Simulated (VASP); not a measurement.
# TiC (Fm-3m) in VASP: a series of runs

The runs below take TiC through single point, with r2SCAN.

All numbers are computed with VASP 6.6.1; they aren't measurements. Logs are shortened: lines on timing, memory, paths and dates and some standing lists are left out, and cuts for length are marked.

## Step 1: The cell of the first run

Symmetry: Fm-3m, No. 225, cubic system. The conventional cell has a = 4.239 Å, b = 4.239 Å, c = 4.239 Å, α = 90.00°, β = 90.00°, γ = 90.00°. Within 2.8 Å of Ti (site symmetry m-3m) lie 6 C at 2.12 Å. Within 2.8 Å of C (site symmetry m-3m) lie 6 Ti at 2.12 Å.

## Step 2: Single point, r2SCAN (volume scaled by 0.94)

File POSCAR:

```
TiC
1.0
    0.0000000000      2.1197324588      2.1197324588
    2.1197324588      0.0000000000      2.1197324588
    2.1197324588      2.1197324588      0.0000000000
Ti C
1 1
Direct
    0.0000000000      0.0000000000      0.0000000000
    0.5000000000      0.5000000000      0.5000000000
```

File INCAR.step1:

```
ALGO = Normal
EDIFF = 1E-4
ENCUT = 520
GGA = PE
ISMEAR = 0
LASPH = T
LCHARG = F
LREAL = F
LWAVE = T
NBANDS = 15
NELM = 80
PREC = Accurate
SIGMA = 0.1
```

File INCAR.step2:

```
ALGO = Normal
EDIFF = 1E-6
ENCUT = 520
ISIF = 2
ISMEAR = 0
ISTART = 1
LASPH = T
LCHARG = T
LELF = T
LMIXTAU = T
LREAL = F
LVHAR = T
LWAVE = F
METAGGA = R2SCAN
NBANDS = 15
NELM = 80
PREC = Accurate
SIGMA = 0.1
```

File KPOINTS:

```
k-points
0
Gamma
  16 16 16
```

Potentials or basis: VASP PAW PBE potentials, release 64 (Ti_sv, C).

Run with:

```console
cat potpaw_PBE.64/Ti_sv/POTCAR potpaw_PBE.64/C/POTCAR > POTCAR
cp INCAR.step1 INCAR
mpirun -np 1 vasp_std > vasp.out
cp INCAR.step2 INCAR
mpirun -np 1 vasp_std > vasp.out
```

OUTCAR:

```text
EDIFF = 1E-6
   ENCUT = 520
   ISIF = 2
   ISMEAR = 0
   ISTART = 1
   LASPH = T
   LREAL = F
   METAGGA = R2SCAN
   NELM = 80
   PREC = Accurate

 ion  position               nearest neighbor table
   1  0.000  0.000  0.000-   2 2.12   2 2.12   2 2.12   2 2.12   2 2.12   2 2.12
   2  0.500  0.500  0.500-   1 2.12   1 2.12   1 2.12   1 2.12   1 2.12   1 2.12

  LATTYP: Found a face centered cubic cell.
 ALAT       =     4.2394649176

  Lattice vectors:

 A1 = (   0.0000000000,   2.1197324588,   2.1197324588)
 A2 = (   2.1197324588,   0.0000000000,   2.1197324588)
 A3 = (   2.1197324588,   2.1197324588,   0.0000000000)

Analysis of symmetry for initial positions (statically):
=====================================================================
 Subroutine PRICEL returns:
 Original cell was already a primitive cell.

 Routine SETGRP: Setting up the symmetry group for a
 face centered cubic supercell.

 Subroutine GETGRP returns: Found 48 space group operations
 (whereof 48 operations were pure point group operations)
 out of a pool of 48 trial point group operations.

The static configuration has the point symmetry O_h .

Analysis of symmetry for dynamics (positions and initial velocities):
=====================================================================
 Subroutine PRICEL returns:
 Original cell was already a primitive cell.

 Routine SETGRP: Setting up the symmetry group for a
 face centered cubic supercell.

 Subroutine GETGRP returns: Found 48 space group operations
 (whereof 48 operations were pure point group operations)
 out of a pool of 48 trial point group operations.

The dynamic configuration has the point symmetry O_h .

 Subroutine INISYM returns: Found 48 space group operations
 (whereof 48 operations are pure point group operations),
 and found     1 'primitive' translations

----------------------------------------------------------------------------------------

                                     Primitive cell

  volume of cell :      19.0490

  direct lattice vectors                    reciprocal lattice vectors
     0.000000000  2.119732459  2.119732459    -0.235878824  0.235878824  0.235878824
     2.119732459  0.000000000  2.119732459     0.235878824 -0.235878824  0.235878824
     2.119732459  2.119732459  0.000000000     0.235878824  0.235878824 -0.235878824

  length of vectors
     2.997754392  2.997754392  2.997754392     0.408554108  0.408554108  0.408554108

  position of ions in fractional coordinates (direct lattice)
     0.000000000  0.000000000  0.000000000
     0.500000000  0.500000000  0.500000000

  ion indices of the primitive-cell ions
   primitive index   ion index
                 1           1
                 2           2

----------------------------------------------------------------------------------------

 KPOINTS: k-points

Automatic generation of k-mesh.
 Grid dimensions read from file:
 generate k-points for:   16   16   16

 Generating k-lattice:

  Cartesian coordinates                     Fractional coordinates (reciprocal lattice)
    -0.014742427  0.014742427  0.014742427     0.062500000  0.000000000  0.000000000
     0.014742427 -0.014742427  0.014742427     0.000000000  0.062500000  0.000000000
     0.014742427  0.014742427 -0.014742427     0.000000000  0.000000000  0.062500000

  Length of vectors
     0.025534632  0.025534632  0.025534632

  Shift w.r.t. Gamma in fractional coordinates (k-lattice)
     0.000000000  0.000000000  0.000000000

 Subroutine IBZKPT returns following result:
 ===========================================

 Found    145 irreducible k-points:

 Following reciprocal coordinates:
            Coordinates               Weight
  0.000000  0.000000  0.000000      1.000000
  0.062500  0.000000  0.000000      8.000000
  0.125000  0.000000  0.000000      8.000000
  0.187500  0.000000  0.000000      8.000000
  0.250000  0.000000  0.000000      8.000000
  0.312500  0.000000  0.000000      8.000000
[... 16 lines left out ...]
 -0.125000  0.062500  0.000000     24.000000
 -0.062500  0.062500  0.000000     12.000000
 [... further k-points ...]
   k-points           NKPTS =    145   k-points in BZ     NKDIM =    145   number of bands    NBANDS=     15
   number of dos      NEDOS =    301   number of ions     NIONS =      2
   total plane-waves  NPLWV =  13824
   dimension x,y,z NGX =    24 NGY =   24 NGZ =   24
   dimension x,y,z NGXF=    48 NGYF=   48 NGZF=   48
   ions per type =               1   1
   NGX,Y,Z   is equivalent  to a cutoff of  13.31, 13.31, 13.31 a.u.
   NGXF,Y,Z  is equivalent  to a cutoff of  26.62, 26.62, 26.62 a.u.
 SYSTEM =  unknown system
   PREC   = accura    normal or accurate (medium, high low for compatibility)
   ISTART =      1    job   : 0-new  1-cont  2-samecut
   ICHARG =      0    charge: 1-file 2-atom 10-const
   ISPIN  =      1    spin polarized calculation?
   LNONCOLLINEAR =      F non collinear calculations
[... 23 lines left out ...]
   METAGGA = R2SCAN    functional components
   LHFCALC =     F    Hartree Fock is set to
   AEXX    =    0.0000 exact exchange contribution
   IVDW    =     0    specifies the selected vdW correction
   LEPSILON=     F    determine dielectric tensor
   LRPA    =     F    only Hartree local field effects (RPA)
 non-spin polarized calculation
 Gauss-broadening in eV      SIGMA  =   0.10
  energy-cutoff  :      520.00
  volume of cell :       19.05
 maximum number of plane-waves:       533
 NGX is ok and might be reduce to    24
   NGX = 11   NGY = 11   NGZ = 11

 number of electron      16.0000002 magnetization

 Free energy of the ion-electron system (eV)
  ---------------------------------------------------
  ext. energy  EPLUGINS =         0.00000000
  ---------------------------------------------------
  free energy    TOTEN  =       -24.79376121 eV

  energy without entropy =      -24.79183339  energy(sigma->0) =      -24.79279730

 E-fermi :  10.2576     XC(G=0): -13.9673

 val. band max:       10.2082817625   @ k =   0.3750   0.3125   0.0000
 cond. band min:      10.2592341295   @ k =   0.1250   0.0625   0.0000
 fundamental gap:      0.0509523670
 Fermi energy:        10.2576247744

 k-point     1 :       0.0000    0.0000    0.0000
  band No.  band energies     occupation
      1     -48.5093      2.00000
      2     -23.4501      2.00000
      3     -23.4500      2.00000
      4     -23.4500      2.00000
      5      -3.2442      2.00000
      6      11.1582      0.00000
      7      11.1582      0.00000
      8      11.1582      0.00000
      9      12.0152      0.00000
     10      12.0152      0.00000
     11      12.0152      0.00000
     12      12.1309      0.00000
     13      12.1309      0.00000
     14      22.4673      0.00000
     15      25.3532      0.00000

 k-point     2 :       0.0625    0.0000    0.0000
  band No.  band energies     occupation
      1     -48.5055      2.00000
      2     -23.4760      2.00000
      3     -23.4523      2.00000
      4     -23.4522      2.00000
      5      -3.1455      2.00000
      6      10.5922      0.00000
      7      10.8029      0.00000
      8      10.8029      0.00000
      9      11.4324      0.00000
     10      11.4325      0.00000
     11      12.3665      0.00000
     12      13.2177      0.00000
     13      13.2177      0.00000
     14      22.6341      0.00000
     15      25.4063      0.00000

 k-point     3 :       0.1250    0.0000    0.0000
  band No.  band energies     occupation
      1     -48.4947      2.00000
      2     -23.5496      2.00000
      3     -23.4586      2.00000
      4     -23.4586      2.00000
      5      -2.8563      2.00000
      6       9.5825      2.00000
      7       9.8692      2.00000
      8       9.8692      2.00000
      9      11.5905      0.00000
     10      11.5905      0.00000
     11      12.8001      0.00000
     12      14.4262      0.00000
     13      14.4262      0.00000
     14      23.0266      0.00000
     15      25.4775      0.00000
[... 343 lines left out ...]
 k-point    23 :      -0.1250    0.0625    0.0000
  band No.  band energies     occupation
      1     -48.4867      2.00000
      2     -23.5922      2.00000
      3     -23.4825      2.00000
      4     -23.4546      2.00000
      5      -2.6417      2.00000
      6       8.9935      2.00000
      7       9.2583      2.00000
      8       9.6096      2.00000
      9      11.5018      0.00000
     10      12.0550      0.00000
     11      13.1432      0.00000
     12      14.2917      0.00000
     13      15.5202      0.00000
     14      23.2859      0.00000
     15      25.4869      0.00000

 k-point    24 :      -0.0625    0.0625    0.0000
  band No.  band energies     occupation
      1     -48.4993      2.00000
      2     -23.5119      2.00000
      3     -23.4667      2.00000
      4     -23.4510      2.00000
      5      -2.9845      2.00000
      6       9.9968      1.99977
      7      10.1166      1.95383
      8      10.2779      0.77416
      9      11.2841      0.00000
     10      11.8437      0.00000
     11      12.7587      0.00000
     12      13.3979      0.00000
     13      14.3327      0.00000
     14      22.8892      0.00000
     15      25.4644      0.00000

 [... further k-points ...]
[... 5 lines left out ...]
  --------------------------------------------------------------------------------------
  -------------------------------------------------------------------------------------
  Total        2.3090157      2.3090157      2.3090157     -0.0000000      0.0000000     -0.0000000
  in kB      194.2067495    194.2067495    194.2067495     -0.0000000      0.0000000     -0.0000000
  external PRESSURE =     194.2067495 kB  Pullay stress =       0.0000000 kB

 VOLUME and BASIS-vectors are now :
 -----------------------------------------------------------------------------
  energy-cutoff  :      520.00
  volume of cell :       19.05
      direct lattice vectors                 reciprocal lattice vectors
     0.000000000  2.119732459  2.119732459    -0.235878824  0.235878824  0.235878824
     2.119732459  0.000000000  2.119732459     0.235878824 -0.235878824  0.235878824
     2.119732459  2.119732459  0.000000000     0.235878824  0.235878824 -0.235878824

 POSITION                                       TOTAL-FORCE (eV/Angst)
 -----------------------------------------------------------------------------------
      0.00000      0.00000      0.00000         0.000000     -0.000000      0.000000
      2.11973      2.11973      2.11973        -0.000000      0.000000     -0.000000
 -----------------------------------------------------------------------------------
    total drift:                                0.000000     -0.000000     -0.000000

  FREE ENERGIE OF THE ION-ELECTRON SYSTEM (eV)
  ---------------------------------------------------
  free  energy   TOTEN  =       -24.7937612067 eV

  energy  without entropy=      -24.7918333936  energy(sigma->0) =      -24.79279730
```

Run time: 1.8 min. Hardware: 1 thread of Intel Xeon Platinum 8259CL at 2.50GHz (Skylake/Cascade Lake), shared host; peak memory 0.17 GiB.

What came out:

| Property | Result |
| --- | --- |
| Free energy | -24.7938 eV |
| Pressure | 19.4 GPa |
| Band gap on the k mesh | zero (band 8 reaches 11.16 eV, above the bottom of band 9 at 9.80 eV) |

Caveat: the cell differs from its parent crystal (volume scaled by 0.94); the PAW data sets were made with another functional, which shifts forces and pressure a little.

## Step 3: Single point, r2SCAN (volume scaled by 0.97)

File POSCAR:

```
TiC
1.0
    0.0000000000      2.1420470719      2.1420470719
    2.1420470719      0.0000000000      2.1420470719
    2.1420470719      2.1420470719      0.0000000000
Ti C
1 1
Direct
    0.0000000000      0.0000000000      0.0000000000
    0.5000000000      0.5000000000      0.5000000000
```

File INCAR.step1:

```
PREC = Accurate ; ENCUT = 520
ISMEAR = 0 ; SIGMA = 0.1
LREAL = F ; LASPH = T
NELM = 100 ; NBANDS = 15
GGA = PE ; ALGO = Normal
EDIFF = 1E-4 ; LWAVE = T
LCHARG = F
```

File INCAR.step2:

```
PREC = Accurate ; ENCUT = 520
EDIFF = 1E-6 ; ISMEAR = 0
SIGMA = 0.1 ; LREAL = F
LASPH = T ; NELM = 100
ALGO = Normal ; ISIF = 2
LWAVE = F ; LCHARG = F
METAGGA = R2SCAN ; LMIXTAU = T
NBANDS = 15 ; ISTART = 1
```

File KPOINTS:

```
Automatic mesh
0
Gamma
  16 16 16
```

Potentials or basis: VASP PAW PBE potentials, release 64 (Ti_sv, C).

Run with:

```console
cat potpaw_PBE.64/Ti_sv/POTCAR potpaw_PBE.64/C/POTCAR > POTCAR
cp INCAR.step1 INCAR
mpirun -np 1 vasp_std > vasp.out
cp INCAR.step2 INCAR
mpirun -np 1 vasp_std > vasp.out
```

Wall time 2 min (1 thread of Intel Xeon Platinum 8259CL at 2.50GHz (Skylake/Cascade Lake), shared host); peak memory 0.17 GiB.

It converged, with:

* Free energy: -24.8488 eV
* Pressure: 9.5 GPa
* Band gap on the k mesh: zero (band 8 reaches 10.76 eV, above the bottom of band 9 at 9.42 eV)

Levels at points of the mesh, in eV from the Fermi level:
| k point | band 6 | band 7 | band 8 | band 9 | band 10 | band 11 |
| --- | --- | --- | --- | --- | --- | --- |
| (0.00, 0.00, 0.00) | 0.89 | 0.89 | 0.89 | 1.71 | 1.71 | 1.71 |
| (0.50, 0.00, 0.00) | -6.24 | -3.24 | -3.24 | 3.29 | 3.29 | 4.58 |
| (0.50, 0.50, 0.00) | -3.70 | -1.61 | -0.11 | -0.11 | 2.87 | 3.95 |

Caveat: the cell differs from its parent crystal (volume scaled by 0.97); the PAW data sets were made with another functional, which shifts forces and pressure a little.

## Step 4: Single point, r2SCAN

This run uses another cell than the first one, of 10.13 Å³/atom, 1.064 times its volume.

File POSCAR:

```
TiC
1.0
    0.0000000000      2.1639062048      2.1639062048
    2.1639062048      0.0000000000      2.1639062048
    2.1639062048      2.1639062048      0.0000000000
Ti C
1 1
Direct
    0.0000000000      0.0000000000      0.0000000000
    0.5000000000      0.5000000000      0.5000000000
```

File INCAR.step1:

```
SYSTEM = TiC
  ALGO = Normal
  EDIFF = 1E-4
  ENCUT = 520
  GGA = PE
  ISMEAR = 0
  LASPH = .TRUE.
  LCHARG = .FALSE.
  LREAL = .FALSE.
  LWAVE = .TRUE.
  NBANDS = 15
  NELM = 100
  PREC = Accurate
  SIGMA = 0.1
```

File INCAR.step2:

```
SYSTEM = TiC
  ALGO = Normal
  EDIFF = 1E-6
  ENCUT = 520
  ISIF = 2
  ISMEAR = 0
  ISTART = 1
  LASPH = .TRUE.
  LCHARG = .FALSE.
  LMIXTAU = .TRUE.
  LREAL = .FALSE.
  LWAVE = .FALSE.
  METAGGA = R2SCAN
  NBANDS = 15
  NELM = 100
  PREC = Accurate
  SIGMA = 0.1
```

File KPOINTS:

```
k-points
0
G
  16 16 16
  0 0 0
```

Run with:

```console
cat potpaw_PBE.64/Ti_sv/POTCAR potpaw_PBE.64/C/POTCAR > POTCAR
cp INCAR.step1 INCAR
mpirun -np 1 vasp_std > vasp.out
cp INCAR.step2 INCAR
mpirun -np 1 vasp_std > vasp.out
```

It took 1.9 min on 1 thread of Intel Xeon Platinum 8259CL at 2.50GHz (Skylake/Cascade Lake), shared host; peak memory 0.17 GiB.

The run converged. Its results:

```yaml
Free_energy: -24.8688 eV
Pressure: 0.9 GPa
Band_gap_on_the_k_mesh: zero (band 8 reaches 10.38 eV, above the bottom of band 9 at 9.07 eV)
```

Levels at points of the mesh, in eV from the Fermi level:
```csv
k point,band 4,band 5,band 6,band 7,band 8,band 9,band 10,band 11,band 12,band 13
"(0.00, 0.00, 0.00)",-33.94,-13.21,0.87,0.87,0.87,1.67,1.67,1.67,1.73,1.73
"(0.50, 0.00, 0.00)",-33.99,-9.70,-6.10,-3.13,-3.13,3.16,3.16,4.40,8.55,8.55
"(0.50, 0.50, 0.00)",-34.12,-10.94,-3.68,-1.52,-0.14,-0.14,2.75,3.79,3.79,5.98
```

Caveat: the PAW data sets were made with another functional, which shifts forces and pressure a little.

## Step 5: Single point, r2SCAN (volume scaled by 1.03)

File POSCAR:

```
TiC
1.0
    0.0000000000      2.1853324122      2.1853324122
    2.1853324122      0.0000000000      2.1853324122
    2.1853324122      2.1853324122      0.0000000000
Ti C
1 1
Direct
    0.0000000000      0.0000000000      0.0000000000
    0.5000000000      0.5000000000      0.5000000000
```

File INCAR.step1:

```
  PREC = Accurate
  ENCUT = 520
  ISMEAR = 0
  SIGMA = 0.1
  LREAL = False
  LASPH = True
  NELM = 100
  NBANDS = 15
  GGA = PE
  ALGO = Normal
  EDIFF = 1E-4
  LWAVE = True
  LCHARG = False
```

File INCAR.step2:

```
  PREC = Accurate
  ENCUT = 520
  EDIFF = 1E-6
  ISMEAR = 0
  SIGMA = 0.1
  LREAL = False
  LASPH = True
  NELM = 100
  ALGO = Normal
  ISIF = 2
  LWAVE = False
  LCHARG = False
  METAGGA = R2SCAN
  LMIXTAU = True
  NBANDS = 15
  ISTART = 1
```

File KPOINTS:

```
regular mesh
0
Gamma
  16 16 16
```

Run with:

```console
cat potpaw_PBE.64/Ti_sv/POTCAR potpaw_PBE.64/C/POTCAR > POTCAR
cp INCAR.step1 INCAR
mpirun -np 1 vasp_std > vasp.out
cp INCAR.step2 INCAR
mpirun -np 1 vasp_std > vasp.out
```

It took 1.8 min on 1 thread of Intel Xeon Platinum 8259CL at 2.50GHz (Skylake/Cascade Lake), shared host; peak memory 0.18 GiB.

It converged, with:

| Item | Value |
| --- | --- |
| Free energy | -24.8586 eV |
| Pressure | -6.4 GPa |
| Band gap on the k mesh | zero (band 8 reaches 10.02 eV, above the bottom of band 9 at 8.72 eV) |

Levels at points of the mesh, in eV from the Fermi level:
| k point | band 6 | band 7 | band 8 | band 9 | band 10 | band 11 |
| --- | --- | --- | --- | --- | --- | --- |
| (0.00, 0.00, 0.00) | 0.85 | 0.85 | 0.85 | 1.63 | 1.63 | 1.63 |
| (0.50, 0.00, 0.00) | -5.96 | -3.04 | -3.04 | 3.03 | 3.03 | 4.22 |
| (0.50, 0.50, 0.00) | -3.66 | -1.43 | -0.16 | -0.16 | 2.63 | 3.63 |

Caveat: the cell differs from its parent crystal (volume scaled by 1.03); the PAW data sets were made with another functional, which shifts forces and pressure a little.

## Step 6: Single point, r2SCAN (volume scaled by 1.06)

File POSCAR:

```
TiC
1.0
    0.0000000000      2.2063465129      2.2063465129
    2.2063465129      0.0000000000      2.2063465129
    2.2063465129      2.2063465129      0.0000000000
Ti C
1 1
Direct
    0.0000000000      0.0000000000      0.0000000000
    0.5000000000      0.5000000000      0.5000000000
```

File INCAR.step1:

```
PREC = Accurate
ENCUT = 520
ISMEAR = 0
SIGMA = 0.1
LREAL = F
LASPH = T
NELM = 80
NBANDS = 15
GGA = PE
ALGO = Normal
EDIFF = 1E-4
LWAVE = T
LCHARG = F
```

File INCAR.step2:

```
PREC = Accurate
ENCUT = 520
EDIFF = 1E-6
ISMEAR = 0
SIGMA = 0.1
LREAL = F
LASPH = T
NELM = 80
ALGO = Normal
ISIF = 2
LWAVE = F
LCHARG = F
METAGGA = R2SCAN
LMIXTAU = T
NBANDS = 15
ISTART = 1
```

KPOINTS is that of step 5.

Potentials or basis: VASP PAW PBE potentials, release 64 (Ti_sv, C).

Run with:

```console
cat potpaw_PBE.64/Ti_sv/POTCAR potpaw_PBE.64/C/POTCAR > POTCAR
cp INCAR.step1 INCAR
mpirun -np 1 vasp_std > vasp.out
cp INCAR.step2 INCAR
mpirun -np 1 vasp_std > vasp.out
```

Wall time 2 min (1 thread of Intel Xeon Platinum 8259CL at 2.50GHz (Skylake/Cascade Lake), shared host); peak memory 0.18 GiB.

Results (log left out):

```
Free energy            : -24.8224 eV
Pressure               : -12.8 GPa
Band gap on the k mesh : zero (band 8 reaches 9.68 eV, above the bottom of band 9 at 8.40 eV)
```

Levels at points of the mesh, in eV from the Fermi level:
```
           k point  band 4  band 5  band 6  band 7  band 8  band 9  band 10  band 11  band 12  band 13
(0.00, 0.00, 0.00)  -34.16  -12.94    0.83    0.83    0.83    1.59     1.59     1.60     1.60     1.60
(0.50, 0.00, 0.00)  -34.20   -9.69   -5.83   -2.95   -2.95    2.91     2.91     4.05     7.97     7.97
(0.50, 0.50, 0.00)  -34.30  -10.71   -3.63   -1.35   -0.19   -0.19     2.52     3.49     3.49     5.42
```

Caveat: the cell differs from its parent crystal (volume scaled by 1.06); the PAW data sets were made with another functional, which shifts forces and pressure a little.

## Step 7: Summary

```tsv
cell	gap on the mesh (eV)	pressure (GPa)
a = 2.998 Å, angles 60.0°, 2 atoms	none	19.4
a = 3.029 Å, angles 60.0°, 2 atoms	none	9.5
a = 3.060 Å, angles 60.0°, 2 atoms	none	0.9
a = 3.091 Å, angles 60.0°, 2 atoms	none	-6.4
a = 3.120 Å, angles 60.0°, 2 atoms	none	-12.8
```

Alike in all rows: task single point; level r2SCAN; potentials or basis VASP PAW PBE potentials, release 64 (Ti_sv, C); no spin polarisation; k mesh 16 × 16 × 16; cutoff (eV) 520; smearing gaussian 0.1 eV.

Caveats: the PAW data sets were made with another functional, which shifts forces and pressure a little.

Absolute energies hang on the potentials; compare differences alone.
